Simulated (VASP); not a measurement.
Set up this calculation in VASP 6.6.1, as the native input.

- Task: single point
- Functional: PBE
- Potentials or basis: VASP PAW PBE potentials, release 64 (Na_pv, H)
- Cutoff: 520 eV
- k mesh: 2 × 2 × 2
- Occupations: fermi-dirac, width 0.05 eV
- Spin: no spin polarisation
- Dipole correction: no
- Further INCAR settings: LREAL = Auto; ALGO = Normal; EDIFF = 1e-06; NBANDS = 70

The structure of Na16H (a cell with a defect) lies in POSCAR:

```
Na16H
1.0
    8.4600000000      0.0000000000      0.0000000000
    0.0000000000      8.4600000000      0.0000000000
    0.0000000000      0.0000000000      8.4600000000
Na H
16 1
Direct
    0.0357683215      0.0552955083      0.0457092199
    0.5054728132     -0.0873404255      0.0747635934
   -0.0169621749      0.5315484634     -0.0649645390
   -0.0183924350     -0.0947517730      0.5657446809
    0.3811347518      0.2557919622      0.2151418440
    0.4699881797      0.4944799054     -0.0457328605
    0.4656737589     -0.0662174941      0.4540070922
    0.7796926714      0.2582151300      0.1791016548
   -0.0007328605      0.5553664303      0.5195626478
    0.1509101655      0.7313475177      0.2186052009
    0.1965839243      0.2431087470      0.6578250591
    0.4943262411      0.5594089835      0.5438416076
    0.7444444444      0.6923758865      0.2338297872
    0.7911347518      0.2258156028      0.7636997636
    0.2885224586      0.8253309693      0.8091843972
    0.7352836879      0.8078250591      0.8400945626
    0.8124940898      0.5042907801      0.6955200946
```

One way to write it, as run:

INCAR

```
SYSTEM = Na16H
ALGO = Normal
EDIFF = 1E-6
ENCUT = 520
GGA = PE
ISIF = 2
ISMEAR = -1
LASPH = .True.
LCHARG = .True.
LELF = .True.
LREAL = Auto
LVHAR = .True.
LWAVE = .False.
NBANDS = 70
NELM = 60
PREC = Accurate
SIGMA = 0.05
```

KPOINTS

```
k-points
0
Gamma
  2 2 2
  0 0 0
```

Potentials or basis: VASP PAW PBE potentials, release 64 (Na_pv, H).

Launch:

```console
$ cat potpaw_PBE.64/Na_pv/POTCAR potpaw_PBE.64/H/POTCAR > POTCAR
$ mpirun -np 1 vasp_std > vasp.out
```

It gave:

* Pressure: 0.6 GPa
* Largest force: 0.436 eV/Å
* Band gap on the k mesh: zero (an odd number of electrons rules out a gap without spin polarisation)

Caveat: the k points lie up to 0.37 Å⁻¹ apart, too coarse for converged energies and pressures of a metal.

Run time: 12 min on 1 thread of AMD EPYC 7R13, on a shared host, peak memory 0.64 GiB.
